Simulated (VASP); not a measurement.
# Sc (P3_121) in VASP: relaxation of cell and atoms with PBEsol

Aim: the relaxation of cell and atoms of Sc with PBEsol.

All numbers are computed with VASP 6.6.1; they aren't measurements. Logs are shortened: lines on timing, memory, paths and dates and some standing lists are left out, and cuts for length are marked.

**1. The cell of the first run**

Symmetry: P3_121, No. 152, trigonal system. Conventional cell: a = 4.271 Å, b = 4.271 Å, c = 4.845 Å, α = 90.00°, β = 90.00°, γ = 120.00°. Sc (site symmetry 2) has 2 Sc at 2.32 Å within 3.1 Å.

**2. Relaxation of cell and atoms, PBEsol**

File INCAR:

```
SYSTEM = Sc
ALGO     = Normal         ! electronic algorithm
EDIFF    = 1E-6           ! SCF threshold, eV
EDIFFG   = -0.04          ! ionic threshold
ENCUT    = 600            ! plane-wave cutoff, eV
GGA      = PS             ! functional
IBRION   = 2              ! ionic algorithm
ISIF     = 3              ! what is computed and relaxed
ISMEAR   = 0              ! smearing method
LASPH    = .TRUE.         ! aspherical terms in the spheres
LCHARG   = .FALSE.        ! write CHGCAR
LREAL    = .FALSE.        ! projectors in reciprocal space
LWAVE    = .FALSE.        ! write WAVECAR
NELM     = 60             ! most SCF steps
NSW      = 90             ! ionic steps
PREC     = Accurate       ! precision mode
SIGMA    = 0.1            ! smearing width, eV
```

File KPOINTS:

```
k-points
0
G
  6 6 4
  0 0 0
```

File POSCAR:

```
Sc
1.0
    4.2708658373      0.0000000000      0.0000000000
   -2.1354329187      3.6986783113      0.0000000000
    0.0000000000      0.0000000000      4.8454402591
Sc
3
Direct
    0.2254000000      0.0000000000      0.3333333333
    0.0000000000      0.2254000000      0.6666666667
    0.7746000000      0.7746000000      0.0000000000
```

Potentials or basis: VASP PAW PBE potentials, release 64 (Sc_sv).

Command:

```bash
> cat potpaw_PBE.64/Sc_sv/POTCAR > POTCAR
> mpirun -np 1 vasp_std > vasp.out
```

OUTCAR:

```text
SYSTEM = Sc
   EDIFF = 1E-6
   EDIFFG = -0.04
   ENCUT = 600
   GGA = PS
   IBRION = 2
   ISIF = 3
   ISMEAR = 0
   LASPH = .TRUE.
   LREAL = .FALSE.
   NELM = 60
   NSW = 90
   PREC = Accurate

 ion  position               nearest neighbor table
   1  0.225  0.000  0.333-   3 2.32   2 2.32   3 3.36   3 3.36   2 3.36   2 3.36
   2  0.000  0.225  0.667-   3 2.32   1 2.32   3 3.36   3 3.36   1 3.36   1 3.36
   3  0.775  0.775  0.000-   1 2.32   2 2.32   2 3.36   1 3.36   1 3.36   2 3.36

  LATTYP: Found a hexagonal cell.
 ALAT       =     4.2708658373
 C/A-ratio  =     1.1345334749

  Lattice vectors:

 A1 = (   4.2708658373,   0.0000000000,   0.0000000000)
 A2 = (  -2.1354329187,   3.6986783113,   0.0000000000)
 A3 = (   0.0000000000,   0.0000000000,   4.8454402591)

Analysis of symmetry for initial positions (statically):
=====================================================================
 Subroutine PRICEL returns:
 Original cell was already a primitive cell.

 Routine SETGRP: Setting up the symmetry group for a
 hexagonal supercell.

 Subroutine GETGRP returns: Found  6 space group operations
 (whereof  2 operations were pure point group operations)
 out of a pool of 24 trial point group operations.

The static configuration has the point symmetry C_2 .
 The point group associated with its full space group is D_3 .

Analysis of symmetry for dynamics (positions and initial velocities):
=====================================================================
 Subroutine PRICEL returns:
 Original cell was already a primitive cell.

 Routine SETGRP: Setting up the symmetry group for a
 hexagonal supercell.

 Subroutine GETGRP returns: Found  6 space group operations
 (whereof  2 operations were pure point group operations)
 out of a pool of 24 trial point group operations.

The dynamic configuration has the point symmetry C_2 .
 The point group associated with its full space group is D_3 .

 Subroutine INISYM returns: Found  6 space group operations
 (whereof  2 operations are pure point group operations),
 and found     1 'primitive' translations

----------------------------------------------------------------------------------------

                                     Primitive cell

  volume of cell :      76.5413

  direct lattice vectors                    reciprocal lattice vectors
     4.270865837  0.000000000  0.000000000     0.234144559  0.135183424  0.000000000
    -2.135432919  3.698678311  0.000000000     0.000000000  0.270366849  0.000000000
     0.000000000  0.000000000  4.845440259     0.000000000  0.000000000  0.206379595

  length of vectors
     4.270865837  4.270865837  4.845440259     0.270366849  0.270366849  0.206379595

  position of ions in fractional coordinates (direct lattice)
     0.225400000  0.000000000  0.333333333
     0.000000000  0.225400000  0.666666667
     0.774600000  0.774600000  0.000000000

  ion indices of the primitive-cell ions
   primitive index   ion index
                 1           1
                 2           2
                 3           3

----------------------------------------------------------------------------------------

 KPOINTS: k-points

Automatic generation of k-mesh.
 Grid dimensions read from file:
 generate k-points for:    6    6    4

 Generating k-lattice:

  Cartesian coordinates                     Fractional coordinates (reciprocal lattice)
     0.039024093  0.022530571  0.000000000     0.166666667 -0.000000000  0.000000000
     0.000000000  0.045061141  0.000000000     0.000000000  0.166666667  0.000000000
     0.000000000  0.000000000  0.051594899     0.000000000  0.000000000  0.250000000

  Length of vectors
     0.045061141  0.045061141  0.051594899

  Shift w.r.t. Gamma in fractional coordinates (k-lattice)
     0.000000000  0.000000000  0.000000000

 Subroutine IBZKPT returns following result:
 ===========================================

 Found     24 irreducible k-points:

 Following reciprocal coordinates:
            Coordinates               Weight
  0.000000  0.000000  0.000000      1.000000
  0.166667 -0.000000  0.000000      6.000000
  0.333333  0.000000  0.000000      6.000000
  0.500000  0.000000  0.000000      3.000000
  0.166667  0.166667  0.000000      6.000000
  0.333333  0.166667  0.000000     12.000000
[... 16 lines left out ...]
  0.333333  0.166667  0.500000     12.000000
  0.333333  0.333333  0.500000      2.000000
   k-points           NKPTS =     24   k-points in BZ     NKDIM =     24   number of bands    NBANDS=     20
   number of dos      NEDOS =    301   number of ions     NIONS =      3
   total plane-waves  NPLWV =  51840
   dimension x,y,z NGX =    36 NGY =   36 NGZ =   40
   dimension x,y,z NGXF=    72 NGYF=   72 NGZF=   80
   ions per type =               3
   NGX,Y,Z   is equivalent  to a cutoff of  14.01, 14.01, 13.72 a.u.
   NGXF,Y,Z  is equivalent  to a cutoff of  28.03, 28.03, 27.45 a.u.
 SYSTEM =  Sc
   PREC   = accura    normal or accurate (medium, high low for compatibility)
   ISTART =      0    job   : 0-new  1-cont  2-samecut
   ICHARG =      2    charge: 1-file 2-atom 10-const
   ISPIN  =      1    spin polarized calculation?
   LNONCOLLINEAR =      F non collinear calculations
   LSORBIT =      F    spin-orbit coupling
   LASPH  =      T    aspherical Exc in radial PAW
   ENCUT  =  600.0 eV  44.10 Ry    6.64 a.u.   8.53  8.53  9.68*2*pi/ulx,y,z
   NELM   =     60;   NELMIN=  2; NELMDL= -5     # of ELM steps
   EDIFF  = 0.1E-05   stopping-criterion for ELM
   LREAL  =      F    real-space projection
   EDIFFG = -.4E-01   stopping-criterion for IOM
   NSW    =     90    number of steps for IOM
   IBRION =      2    ionic relax: 0-MD 1-quasi-New 2-CG
   NFREE  =      1    steps in history (QN), initial steepest desc. (CG)
   ISIF   =      3    stress and relaxation
   ISYM   =      2    0-nonsym 1-usesym 2-fastsym
   POTIM  = 0.5000    time-step for ionic-motion
   TEBEG  =    0.0;   TEEND  =   0.0 temperature during run
   PSTRESS=    0.0 pullay stress
   NELECT =      33.0000    total number of electrons
   NUPDOWN=      -1.0000    fix difference up-down
   EMIN   =  10.00;   EMAX   =-10.00  energy-range for DOS
   EFERMI =   0.00;   METHOD = LEGACY
   ISMEAR =     0;   SIGMA  =   0.10  broadening in eV -4-tet -1-fermi 0-gaus
   EFERMI_NEDOS =   21; number of points for ismear=-14 and -15
   IALGO  =     38    algorithm
   IMIX   =      4    mixing-type and parameters
     AMIX     =   0.40;   BMIX     =  1.00
     AMIX_MAG =   1.60;   BMIX_MAG =  1.00
  volume/ion in A,a.u.               =      25.51       172.18
  Fermi-wavevector in a.u.,A,eV,Ry     =   1.236747  2.337113 20.810701  1.529543
  Thomas-Fermi vector in A             =   2.371343
   LORBIT       =      0    0 simple, 1 ext, 2 COOP (PROOUT), +10 PAW based schemes
   GGA     = PS    functional components
   LHFCALC =     F    Hartree Fock is set to
   AEXX    =    0.0000 exact exchange contribution
   IVDW    =     0    specifies the selected vdW correction
   LEPSILON=     F    determine dielectric tensor
   LRPA    =     F    only Hartree local field effects (RPA)
 conjugate gradient relaxation of ions
 non-spin polarized calculation
 Gauss-broadening in eV      SIGMA  =   0.10
  energy-cutoff  :      600.00
  volume of cell :       76.54
 maximum number of plane-waves:      2605
 NGX is ok and might be reduce to    36
   NGX = 17   NGY = 17   NGZ = 19

--------------------------------------- Ionic step        1  -------------------------------------------

 number of electron      33.0000002 magnetization

 Free energy of the ion-electron system (eV)
  ---------------------------------------------------
  ext. energy  EPLUGINS =         0.00000000
  ---------------------------------------------------
  free energy    TOTEN  =       -15.42528421 eV

  energy without entropy =      -15.38711703  energy(sigma->0) =      -15.40620062

------------------------ aborting loop because EDIFF is reached ----------------------------------------

  FORCE on cell =-STRESS in cart. coord.  units (eV):
  Direction    XX          YY          ZZ          XY          YZ          ZX
  --------------------------------------------------------------------------------------
  -------------------------------------------------------------------------------------
  Total       -2.1997645     -2.1997645      1.9257872      0.0000000      0.0000000     -0.0000000
  in kB      -46.0459072    -46.0459072     40.3109611      0.0000000      0.0000000     -0.0000000
  external PRESSURE =     -17.2602845 kB  Pullay stress =       0.0000000 kB
[... 92 lines left out ...]
  FREE ENERGIE OF THE ION-ELECTRON SYSTEM (eV)
  ---------------------------------------------------
  free  energy   TOTEN  =       -17.5499642599 eV

  energy  without entropy=      -17.5038038795  energy(sigma->0) =      -17.52688407

 E-fermi :   3.4075     XC(G=0):  -9.8173

 val. band max:        3.4062588188   @ k =   0.1667   0.1667   0.5000
 cond. band min:       3.4250766377   @ k =   0.0000   0.3333   0.2500
 fundamental gap:      0.0188178189
 Fermi energy:         3.4075357865

 k-point     1 :       0.0000    0.0000    0.0000
  band No.  band energies     occupation
      1     -46.0353      2.00000
      2     -45.9181      2.00000
      3     -45.9181      2.00000
      4     -24.8856      2.00000
      5     -24.8856      2.00000
      6     -24.7452      2.00000
[... 541 lines left out ...]
     19       3.9805      0.00000
     20       4.0724      0.00000

 E-fermi :   3.2622     XC(G=0):  -9.7022

 val. band max:        3.2396942119   @ k =   0.1667   0.1667   0.0000
 cond. band min:       3.2692866769   @ k =   0.3333   0.1667   0.5000
 fundamental gap:      0.0295924651
 Fermi energy:         3.2622404446

 k-point     1 :       0.0000    0.0000    0.0000
  band No.  band energies     occupation
      1     -46.1838      2.00000
      2     -46.1384      2.00000
      3     -46.1384      2.00000
      4     -24.9929      2.00000
      5     -24.9929      2.00000
      6     -24.7814      2.00000
[... 541 lines left out ...]
     19       3.5020      0.00070
     20       3.9253      0.00000

[... ionic steps 4 to 20 ...]

--------------------------------------- Ionic step       21  -------------------------------------------

 number of electron      33.0000001 magnetization

------------------------ aborting loop because EDIFF is reached ----------------------------------------
[... 69 lines left out ...]
--------------------------------------- Ionic step       23  -------------------------------------------

 number of electron      33.0000001 magnetization

 Free energy of the ion-electron system (eV)
  ---------------------------------------------------
  ext. energy  EPLUGINS =         0.00000000
  ---------------------------------------------------
  free energy    TOTEN  =       -19.67119794 eV

  energy without entropy =      -19.64822634  energy(sigma->0) =      -19.65971214

 E-fermi :   3.8907     XC(G=0): -10.1739

 val. band max:        3.8497780085   @ k =   0.3333   0.0000   0.5000
 cond. band min:       3.9260826578   @ k =   0.1667   0.1667   0.0000
 fundamental gap:      0.0763046494
 Fermi energy:         3.8907050672

 k-point     1 :       0.0000    0.0000    0.0000
  band No.  band energies     occupation
      1     -45.2035      2.00000
      2     -45.1497      2.00000
      3     -45.1497      2.00000
      4     -24.0324      2.00000
      5     -24.0324      2.00000
      6     -23.7273      2.00000
[... 571 lines left out ...]
  FREE ENERGIE OF THE ION-ELECTRON SYSTEM (eV)
  ---------------------------------------------------
  free  energy   TOTEN  =       -19.6711979435 eV

  energy  without entropy=      -19.6482263404  energy(sigma->0) =      -19.65971214

 reached required accuracy - stopping structural energy minimisation
```

Run time: 4.7 min. Hardware: 1 thread of Intel Xeon 6975P-C (Granite Rapids), shared host; peak memory 0.24 GiB.

What came out:

- Free energy: -19.6712 eV
- Relaxed volume: 23.56 Å³/atom
- Relaxed cell: a = 3.213 Å, b = 3.213 Å, c = 7.907 Å, α = 90.00°, β = 90.00°, γ = 120.00°
- Space group after relaxing (to 0.1 Å): Fm-3m (No. 225)
- Energy gained by relaxing: 1415.3 meV/atom
- Ionic steps: 23
- Pressure after relaxing: 0.0 GPa
- Largest force after relaxing: 0.009 eV/Å
- Band gap on the k mesh: zero (an odd number of electrons rules out a gap without spin polarisation)

Forces on the atoms (eV/Å):
```
Sc   0.009  0.000  0.000
Sc  -0.004  0.008  0.000
Sc  -0.004 -0.008  0.000
```

Step by step:
```csv
step,energy change (eV),largest force (eV/Å),pressure (GPa),volume (Å³)
1,0.0000,2.5389,-1.73,76.54
2,-1.0810,2.1809,-0.37,73.43
3,-2.1247,0.0250,8.45,63.40
4,-3.0392,0.2173,-1.91,76.61
5,-2.9099,0.2267,-9.38,95.65
6,-3.1736,0.2560,-6.46,85.47
7,-3.4829,0.2316,-7.96,87.68
8,-3.5240,0.2252,-8.33,88.19
9,-3.9554,0.2312,-5.27,79.31
10,-4.1330,0.2378,-1.15,72.16
11,-4.1425,0.2394,0.51,69.99
12,-4.1427,0.2390,0.23,70.33
13,-4.1498,0.2337,0.17,70.43
14,-4.1641,0.2141,-0.09,70.71
15,-4.1551,0.1670,-0.56,71.21
16,-4.1667,0.2015,-0.25,70.87
17,-4.1738,0.1922,-0.18,70.78
18,-4.1932,0.1688,0.03,70.50
19,-4.2226,0.1096,0.51,69.95
20,-4.2358,0.0253,1.52,68.86
21,-4.2385,0.0162,1.26,69.17
22,-4.2434,0.0252,-0.71,71.61
23,-4.2459,0.0089,-0.01,70.69
```

Final structure:
```xyz
3
Lattice="3.2130 0.0000 0.0000 -1.6065 2.7825 0.0000 0.0000 0.0000 7.9068" Properties=species:S:1:pos:R:3 pbc="T T T"
Sc   -0.5444    2.7825    2.6356
Sc   -0.5310    0.9198    5.2712
Sc    1.0755    1.8628    0.0000
```

Caveat: a cell axis changed by over 15 % at a fixed basis, so the end point is rough; the PAW data sets were made with another functional, which shifts forces and pressure a little.

The gap in the log of VASP goes by the Fermi energy; the results here count the filled bands.